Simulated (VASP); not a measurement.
# Al in VASP: density of states with PBEsol

Aim: the density of states of Al with PBEsol.

Everything below comes from runs of VASP 6.6.1. Logs are shortened: lines on timing, memory, paths and dates and some standing lists are left out, and cuts for length are marked.

### 1 The cell of the first run

The cell holds a slab with vacuum, 5 atoms: a = 2.839 Å, b = 4.015 Å, c = 21.678 Å, α = 90.00°, β = 90.00°, γ = 90.00°.

### 2 Density of states, PBEsol

File POSCAR:

```
Al
1.0
    2.8388187244      0.0000000000      0.0000000000
    0.0000000000      4.0146959412      0.0000000000
    0.0000000000      0.0000000000     21.6776000000
Al
5
Direct
    0.0000000000      0.0000000000      0.3690436800
    0.5000000000      0.5000000000      0.4345218398
    0.0000000000      0.0000000000      0.5000000000
    0.5000000000      0.5000000000      0.5654781602
    0.0000000000      0.0000000000      0.6309563200
```

File INCAR.step1:

```
SYSTEM = Al
  ALGO = Normal
  DIPOL = 0.5 0.5 0.500
  EDIFF = 1E-7
  ENCUT = 520
  GGA = PS
  IDIPOL = 3
  ISIF = 2
  ISMEAR = -1
  LASPH = .True.
  LCHARG = .True.
  LDIPOL = .True.
  LREAL = .False.
  LWAVE = .False.
  NBANDS = 16
  NELM = 80
  PREC = Accurate
  SIGMA = 0.1
```

File KPOINTS.step1:

```
k-points
0
Gamma
  13 9 1
  0 0 0
```

File INCAR.step2:

```
SYSTEM = Al
  ALGO = Normal
  DIPOL = 0.5 0.5 0.500
  EDIFF = 1E-7
  ENCUT = 520
  GGA = PS
  ICHARG = 11
  IDIPOL = 3
  ISIF = 2
  ISMEAR = -5
  LASPH = .True.
  LCHARG = .False.
  LDIPOL = .True.
  LORBIT = 11
  LREAL = .False.
  LWAVE = .False.
  NEDOS = 1001
  NELM = 80
  PREC = Accurate
  SIGMA = 0.1
```

File KPOINTS.step2:

```
k-points
0
Gamma
  20 14 1
  0 0 0
```

Potentials or basis: VASP PAW PBE potentials, release 64 (Al).

Launch:

```console
$ cat potpaw_PBE.64/Al/POTCAR > POTCAR
$ cp INCAR.step1 INCAR
$ cp KPOINTS.step1 KPOINTS
$ mpirun -np 1 vasp_std > vasp.out
$ cp INCAR.step2 INCAR
$ cp KPOINTS.step2 KPOINTS
$ mpirun -np 1 vasp_std > vasp.out
```

OUTCAR:

```text
SYSTEM = Al
   EDIFF = 1E-7
   ENCUT = 520
   GGA = PS
   ICHARG = 11
   ISIF = 2
   ISMEAR = -5
   LASPH = .True.
   LORBIT = 11
   LREAL = .False.
   NELM = 80
   PREC = Accurate

 ion  position               nearest neighbor table
   1  0.000  0.000  0.369-   2 2.84   2 2.84   2 2.84   2 2.84   3 2.84
   2  0.500  0.500  0.435-   1 2.84   1 2.84   1 2.84   1 2.84   3 2.84   3 2.84   3 2.84   3 2.84
                             4 2.84
   3  0.000  0.000  0.500-   1 2.84   5 2.84   4 2.84   2 2.84   2 2.84   4 2.84   2 2.84   4 2.84
                             2 2.84   4 2.84
   4  0.500  0.500  0.565-   5 2.84   5 2.84   5 2.84   5 2.84   3 2.84   3 2.84   3 2.84   3 2.84
                             2 2.84
   5  0.000  0.000  0.631-   4 2.84   4 2.84   4 2.84   4 2.84   3 2.84

  LATTYP: Found a simple orthorhombic cell.
 ALAT       =     2.8388187244
 B/A-ratio  =     1.4142135624
 C/A-ratio  =     7.6361339362

  Lattice vectors:

 A1 = (   2.8388187244,   0.0000000000,   0.0000000000)
 A2 = (   0.0000000000,   4.0146959412,   0.0000000000)
 A3 = (   0.0000000000,   0.0000000000,  21.6776000000)

Analysis of symmetry for initial positions (statically):
=====================================================================
 Subroutine PRICEL returns:
 Original cell was already a primitive cell.

 Routine SETGRP: Setting up the symmetry group for a
 simple orthorhombic supercell.

 Subroutine GETGRP returns: Found  8 space group operations
 (whereof  8 operations were pure point group operations)
 out of a pool of  8 trial point group operations.

The static configuration has the point symmetry D_2h.

Analysis of symmetry for dynamics (positions and initial velocities):
=====================================================================
 Subroutine PRICEL returns:
 Original cell was already a primitive cell.

 Routine SETGRP: Setting up the symmetry group for a
 simple orthorhombic supercell.

 Subroutine GETGRP returns: Found  8 space group operations
 (whereof  8 operations were pure point group operations)
 out of a pool of  8 trial point group operations.

The dynamic configuration has the point symmetry D_2h.

 Subroutine INISYM returns: Found  8 space group operations
 (whereof  8 operations are pure point group operations),
 and found     1 'primitive' translations

----------------------------------------------------------------------------------------

                                     Primitive cell

  volume of cell :     247.0595

  direct lattice vectors                    reciprocal lattice vectors
     2.838818724  0.000000000  0.000000000     0.352259195  0.000000000  0.000000000
     0.000000000  4.014695941  0.000000000     0.000000000  0.249084866  0.000000000
     0.000000000  0.000000000 21.677600000     0.000000000  0.000000000  0.046130568

  length of vectors
     2.838818724  4.014695941 21.677600000     0.352259195  0.249084866  0.046130568

  position of ions in fractional coordinates (direct lattice)
     0.000000000  0.000000000  0.369043680
     0.500000000  0.500000000  0.434521840
     0.000000000  0.000000000  0.500000000
     0.500000000  0.500000000  0.565478160
     0.000000000  0.000000000  0.630956320

  ion indices of the primitive-cell ions
   primitive index   ion index
                 1           1
                 2           2
                 3           3
                 4           4
                 5           5

----------------------------------------------------------------------------------------

 KPOINTS: k-points

Automatic generation of k-mesh.
 Grid dimensions read from file:
 generate k-points for:   20   14    1

 Generating k-lattice:

  Cartesian coordinates                     Fractional coordinates (reciprocal lattice)
     0.017612960  0.000000000  0.000000000     0.050000000  0.000000000  0.000000000
     0.000000000  0.017791776  0.000000000     0.000000000  0.071428571  0.000000000
     0.000000000  0.000000000  0.046130568     0.000000000  0.000000000  1.000000000

  Length of vectors
     0.017612960  0.017791776  0.046130568

  Shift w.r.t. Gamma in fractional coordinates (k-lattice)
     0.000000000  0.000000000  0.000000000

 TETIRR: Found    840 inequivalent tetrahedra from     1680

 Subroutine IBZKPT returns following result:
 ===========================================

 Found     88 irreducible k-points:

 Following reciprocal coordinates:
            Coordinates               Weight
  0.000000  0.000000  0.000000      1.000000
  0.050000  0.000000  0.000000      2.000000
  0.100000  0.000000  0.000000      2.000000
  0.150000  0.000000  0.000000      2.000000
  0.200000  0.000000  0.000000      2.000000
  0.250000  0.000000  0.000000      2.000000
[... 16 lines left out ...]
  0.000000  0.142857  0.000000      2.000000
  0.050000  0.142857  0.000000      4.000000
 [... further k-points ...]
   k-points           NKPTS =     88   k-points in BZ     NKDIM =     88   number of bands    NBANDS=     11
   number of dos      NEDOS =   1001   number of ions     NIONS =      5
   total plane-waves  NPLWV = 116640
   dimension x,y,z NGX =    24 NGY =   30 NGZ =  162
   dimension x,y,z NGXF=    48 NGYF=   60 NGZF=  324
   ions per type =               5
   NGX,Y,Z   is equivalent  to a cutoff of  14.05, 12.42, 12.42 a.u.
   NGXF,Y,Z  is equivalent  to a cutoff of  28.11, 24.85, 24.85 a.u.
 SYSTEM =  Al
   PREC   = accura    normal or accurate (medium, high low for compatibility)
   ISTART =      0    job   : 0-new  1-cont  2-samecut
   ICHARG =     11    charge: 1-file 2-atom 10-const
   ISPIN  =      1    spin polarized calculation?
   LNONCOLLINEAR =      F non collinear calculations
   LSORBIT =      F    spin-orbit coupling
   LASPH  =      T    aspherical Exc in radial PAW
   ENCUT  =  520.0 eV  38.22 Ry    6.18 a.u.   5.28  7.46 40.31*2*pi/ulx,y,z
   NELM   =     80;   NELMIN=  2; NELMDL=  0     # of ELM steps
   EDIFF  = 0.1E-06   stopping-criterion for ELM
   LREAL  =      F    real-space projection
   EDIFFG = 0.1E-05   stopping-criterion for IOM
   NSW    =      0    number of steps for IOM
   IBRION =     -1    ionic relax: 0-MD 1-quasi-New 2-CG
   NFREE  =      0    steps in history (QN), initial steepest desc. (CG)
   ISIF   =      2    stress and relaxation
   ISYM   =      2    0-nonsym 1-usesym 2-fastsym
   POTIM  = 0.5000    time-step for ionic-motion
   TEBEG  =    0.0;   TEEND  =   0.0 temperature during run
   PSTRESS=    0.0 pullay stress
   NELECT =      15.0000    total number of electrons
   NUPDOWN=      -1.0000    fix difference up-down
   EMIN   =  10.00;   EMAX   =-10.00  energy-range for DOS
   EFERMI =   0.00;   METHOD = LEGACY
   ISMEAR =    -5;   SIGMA  =   0.10  broadening in eV -4-tet -1-fermi 0-gaus
   EFERMI_NEDOS =   21; number of points for ismear=-14 and -15
   IALGO  =     38    algorithm
   IMIX   =      4    mixing-type and parameters
     AMIX     =   0.40;   BMIX     =  1.00
     AMIX_MAG =   1.60;   BMIX_MAG =  1.00
  volume/ion in A,a.u.               =      49.41       333.45
  Fermi-wavevector in a.u.,A,eV,Ry     =   0.643435  1.215916  5.632931  0.414009
  Thomas-Fermi vector in A             =   1.710434
   LORBIT       =     11    0 simple, 1 ext, 2 COOP (PROOUT), +10 PAW based schemes
   GGA     = PS    functional components
   LHFCALC =     F    Hartree Fock is set to
   AEXX    =    0.0000 exact exchange contribution
   IVDW    =     0    specifies the selected vdW correction
   LEPSILON=     F    determine dielectric tensor
   LRPA    =     F    only Hartree local field effects (RPA)
 non-spin polarized calculation
 Fermi weights with tetrahedron method with Bloechl corrections
  energy-cutoff  :      520.00
  volume of cell :      247.06
 maximum number of plane-waves:      6698
 NGX is ok and might be reduce to    24

 number of electron      15.0000000 magnetization

 dipolmoment           0.000000      0.000000      0.000000 electrons x Angstroem

 Free energy of the ion-electron system (eV)
  ---------------------------------------------------
  ext. energy  EPLUGINS =         0.00000000
  ---------------------------------------------------
  free energy    TOTEN  =       -18.82548250 eV

  energy without entropy =      -18.82548250  energy(sigma->0) =      -18.82548250

 E-fermi :   0.1063     XC(G=0):  -4.3562

 val. band max:        0.2621101427   @ k =   0.2500   0.0000   0.0000
 cond. band min:       0.0865250306   @ k =   0.3500   0.3571   0.0000
 fundamental gap:     -0.1755851121
 Fermi energy:         0.1063479032

 k-point     1 :       0.0000    0.0000    0.0000
  band No.  band energies     occupation
      1     -10.6175      2.00000
      2      -8.8529      2.00000
      3      -6.3078      2.00000
      4      -3.4877      2.00000
      5      -2.3653      2.00000
      6      -0.9378      2.00000
      7      -0.8045      2.00000
      8      -0.7057      2.00000
      9       0.8668      0.00000
     10       1.8073      0.00000
     11       2.0172      0.00000

 k-point     2 :       0.0500    0.0000    0.0000
  band No.  band energies     occupation
      1     -10.5718      2.00000
      2      -8.8075      2.00000
      3      -6.2629      2.00000
      4      -3.4438      2.00000
      5      -2.3234      2.00000
      6      -0.8964      2.00000
      7      -0.7618      2.00000
      8      -0.6638      2.00000
      9       0.9089      0.00000
     10       1.8493      0.00000
     11       2.0552      0.00000
[... 295 lines left out ...]
 k-point    24 :       0.0500    0.1429    0.0000
  band No.  band energies     occupation
      1     -10.3857      2.00000
      2      -8.6257      2.00000
      3      -6.0984      2.00000
      4      -4.0128      2.00000
      5      -3.3444      2.00000
      6      -2.2091      2.00000
      7      -0.8132      2.00000
      8       0.5800     -0.07687
      9       1.1554      0.00000
     10       2.0478      0.00000
     11       2.9056      0.00000

 [... further k-points ...]

------------------------ aborting loop because EDIFF is reached ----------------------------------------

 vacuum level on the upper side and lower side of the slab       (xc-potential included)        -0.067        -0.067

  FORCE on cell =-STRESS in cart. coord.  units (eV):
  Direction    XX          YY          ZZ          XY          YZ          ZX
  --------------------------------------------------------------------------------------
  -------------------------------------------------------------------------------------
  Total       -2.0181577     -0.9589032     -1.3443590     -0.0000000      0.0000000      0.0000000
  in kB      -13.0877254     -6.2184742     -8.7181496     -0.0000000      0.0000000      0.0000000
  external PRESSURE =      -9.3414497 kB  Pullay stress =       0.0000000 kB

 VOLUME and BASIS-vectors are now :
 -----------------------------------------------------------------------------
  energy-cutoff  :      520.00
  volume of cell :      247.06
      direct lattice vectors                 reciprocal lattice vectors
     2.838818724  0.000000000  0.000000000     0.352259195  0.000000000  0.000000000
     0.000000000  4.014695941  0.000000000     0.000000000  0.249084866  0.000000000
     0.000000000  0.000000000 21.677600000     0.000000000  0.000000000  0.046130568

 POSITION                                       TOTAL-FORCE (eV/Angst)
 -----------------------------------------------------------------------------------
      0.00000      0.00000      7.99998         0.000000      0.000000      0.309691
      1.41941      2.00735      9.41939        -0.000000      0.000000     -0.114861
      0.00000      0.00000     10.83880         0.000000      0.000000      0.000000
      1.41941      2.00735     12.25821         0.000000      0.000000      0.114861
      0.00000      0.00000     13.67762         0.000000     -0.000000     -0.309691
 -----------------------------------------------------------------------------------
    total drift:                                0.000000      0.000000      0.000000

  FREE ENERGIE OF THE ION-ELECTRON SYSTEM (eV)
  ---------------------------------------------------
  free  energy   TOTEN  =       -18.8254825015 eV

  energy  without entropy=      -18.8254825015  energy(sigma->0) =      -18.82548250

 vacuum level on the upper side and lower side of the slab         4.011         4.011

 total charge

# of ion       s       p       d       tot
------------------------------------------
    1        0.476   0.286   0.000   0.762
    2        0.432   0.340   0.000   0.772
    3        0.427   0.353   0.000   0.780
    4        0.432   0.340   0.000   0.772
    5        0.476   0.286   0.000   0.762
--------------------------------------------------
tot          2.243   1.604   0.000   3.847
```

Run time: 7.7 min. Hardware: 1 thread of Intel Xeon 8259CL, shared host; peak memory 0.42 GiB.

What came out:

| Item | Value |
| --- | --- |
| Valence electrons inside the program's atomic spheres | Al 0.76, 0.77, 0.78 |

Caveat: the PAW data sets were made with another functional, which shifts forces and pressure a little; tetrahedron occupations give inexact forces and stress in metals.
